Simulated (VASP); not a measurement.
# Ru: single point with PBEsol

Crystal: Ru.

```xyz
2
Lattice="2.5821 0.0000 0.0000 -1.2910 2.2362 0.0000 0.0000 0.0000 4.2524" Properties=species:S:1:pos:R:3 pbc="T T T"
Ru    0.0000    1.6252    1.0631
Ru    1.2910    0.6110    3.1893
```

This cell differs from its parent crystal: atoms displaced along a vibrational mode, the cell strained.

```yaml
Program: VASP 6.6.1
Task: single point
Functional: PBEsol
Potentials_or_basis: VASP PAW PBE potentials, release 64 (Ru_pv)
Cutoff: 520 eV
k_mesh: 18 × 18 × 10
Occupations: gaussian, width 0.15 eV
Spin: no spin polarisation
Dipole_correction: no
Further_INCAR_settings: ALGO = Fast; EDIFF = 1e-07; NBANDS = 21
```

```yaml
Pressure: 39.1 GPa
Largest_force: 2.077 eV/Å
Band_gap_on_the_k_mesh: zero (bands 14 and 15 overlap by 3.59 eV)
```

Forces in eV/Å, atoms in the order of the input:
```
Ru   0.000 -2.077  0.000
Ru   0.000  2.077  0.000
```

Stress tensor (GPa, compression positive):
```
37.23  0.00  0.00
 0.00 51.32  0.00
 0.00  0.00 28.78
```

Levels at points of the mesh, in eV from the Fermi level:
```tsv
k point	band 12	band 13	band 14	band 15	band 16	band 17
(0.00, 0.00, 0.00)	-2.63	-1.92	-1.89	-0.37	0.33	0.84
(0.50, 0.00, 0.00)	-2.03	-1.46	1.55	2.11	2.19	4.25
(0.00, 0.50, 0.00)	-2.72	-1.93	1.78	1.91	2.53	5.57
(0.00, 0.00, 0.50)	-3.24	-2.86	-2.86	0.30	0.30	0.81
(0.50, 0.00, 0.50)	-1.17	0.26	0.26	2.20	2.20	4.37
(0.00, 0.50, 0.50)	-1.06	1.69	1.69	2.15	2.15	2.79
```

Wall time 2 min on 1 thread of Intel(R) Xeon(R) 6975P-C (Granite Rapids), on a shared host, peak memory 0.31 GiB.

Caveat: the cell differs from its parent crystal (atoms displaced along a vibrational mode, the cell strained); the stress differs along the axes, from 29 to 51 GPa; the PAW data sets were made with another functional, which shifts forces and pressure a little.
